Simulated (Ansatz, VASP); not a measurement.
## Two plane-wave programs on KBe4I

```
CELL_PARAMETERS angstrom
4.43021 0.00000 0.00000
0.00000 4.43021 0.00000
0.00000 0.00000 6.29468
ATOMIC_POSITIONS crystal
K 0.00000 0.00000 0.50000
Be 0.00000 0.50000 0.25794
Be 0.50000 0.00000 0.25794
Be 0.00000 0.50000 0.74206
Be 0.50000 0.00000 0.74206
I 0.50000 0.50000 0.00000
```

Change from the starting cell: species swapped into the BaSrI4 type (P4/mmm, No. 123).

Alike in both runs: task relaxation of cell and atoms; functional PBE; k mesh 4 × 4 × 4; occupations gaussian, width 0.1 eV; no spin polarisation.

```csv
,VASP,Ansatz
version,VASP 6.6.1,Ansatz 0.2.0
potentials or method,"VASP PAW PBE potentials, release 64 (K_sv, Be, I), cutoff 600 eV","scalar-relativistic, plane waves, PAW"
valence electrons in the cell,24,34
```

VASP gave:

| Item | Value |
| --- | --- |
| gap on the k mesh at the Fermi level, each at its own relaxed structure (eV) | none |
| relaxed volume (Å³/atom) | 19.41 |
| relaxed cell length with the largest relative difference (Å) | 3.347 |

Q: What did Ansatz give for the same quantities?

A: gap on the k mesh at the Fermi level, each at its own relaxed structure (eV): none; relaxed volume (Å³/atom): 29.21; relaxed cell length with the largest relative difference (Å): 4.885.

A gap of «none» marks a metal or a gap that the smearing closes. One of these differences is far larger than is usual between the two programs; its cause wasn't traced. VASP's potentials hold 24 valence electrons a cell and Ansatz's 34, so a difference there can come from the potentials and not from the codes.

Spin-orbit coupling is off throughout.
